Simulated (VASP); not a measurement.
Write the native input for VASP 6.6.1 that does the following.

- Task: relaxation of the atoms
- Functional: r2SCAN
- Potentials or basis: VASP PAW PBE potentials, release 64 (Zn, F)
- Cutoff: 580 eV
- k mesh: 6 × 6 × 8
- Occupations: gaussian, width 0.02 eV
- Spin: no spin polarisation
- Dipole correction: no
- Further INCAR settings: ALGO = Normal; EDIFF = 1e-07; IBRION = 2; EDIFFG = -0.008; NSW = 60

ZnF2:

```
Zn F
1.0
     4.84358    0.00000    0.00000
     0.00000    4.84358    0.00000
     0.00000    0.00000    3.22117
Zn F
2 4
Direct
  0.50000 0.50000 0.50000
  0.00000 0.00000 0.00000
  0.69468 0.69468 0.00000
  0.80532 0.19468 0.50000
  0.30532 0.30532 0.00000
  0.19468 0.80532 0.50000
```

This cell differs from its parent crystal: equal strain along all axes, cell held: +3.0 %.

These files were run (other wordings do the same):

POSCAR

```
ZnF2
1.0
    4.8435815706      0.0000000000      0.0000000000
    0.0000000000      4.8435815706      0.0000000000
    0.0000000000      0.0000000000      3.2211708026
Zn F
2 4
Direct
    0.5000000000      0.5000000000      0.5000000000
    0.0000000000      0.0000000000      0.0000000000
    0.6946776813      0.6946776813      0.0000000000
    0.8053223187      0.1946776813      0.5000000000
    0.3053223187      0.3053223187      0.0000000000
    0.1946776813      0.8053223187      0.5000000000
```

INCAR.step1

```
SYSTEM = ZnF2
PREC = Accurate
ENCUT = 580
ISMEAR = 0
SIGMA = 0.02
LREAL = .False.
LASPH = .True.
NELM = 120
GGA = PE
ALGO = Normal
EDIFF = 1E-5
LWAVE = .True.
LCHARG = .False.
GGA_COMPAT = .False.
IBRION = 2
EDIFFG = -0.01
NELMIN = 4
NSW = 100
KPAR = 4
```

INCAR.step2

```
SYSTEM = ZnF2
PREC = Accurate
ENCUT = 580
EDIFF = 1E-7
ISMEAR = 0
SIGMA = 0.02
LREAL = .False.
LASPH = .True.
NELM = 120
ALGO = Normal
ISIF = 2
LWAVE = .False.
LCHARG = .False.
METAGGA = R2SCAN
LMIXTAU = .True.
IBRION = 2
NSW = 60
EDIFFG = -0.008
ISTART = 1
GGA_COMPAT = .False.
NELMIN = 4
KPAR = 4
```

KPOINTS

```
Automatic mesh
0
Gamma
  6 6 8
  0 0 0
```

Potentials or basis: VASP PAW PBE potentials, release 64 (Zn, F).

The run is started by

```sh
$ cat potpaw_PBE.64/Zn/POTCAR potpaw_PBE.64/F/POTCAR > POTCAR
$ cp INCAR.step1 INCAR
$ mpirun -np 4 vasp_std > vasp.out
$ cp INCAR.step2 INCAR
$ mpirun -np 4 vasp_std > vasp.out
```

It gave:

- Energy gained by relaxing: 0.1 meV/atom
- Ionic steps: 3
- Pressure after relaxing: -8.3 GPa
- Band gap on the k mesh: 4.11 eV, indirect (least direct gap 4.15 eV)

Caveat: the cell differs from its parent crystal (equal strain along all axes, cell held: +3.0 %); the PAW data sets were made with another functional, which shifts forces and pressure a little.

Run time: 3.5 min on 4 MPI ranks on Intel(R) Xeon(R) Platinum 8488C (Sapphire Rapids), on a shared host, peak memory 0.28 GiB a rank.
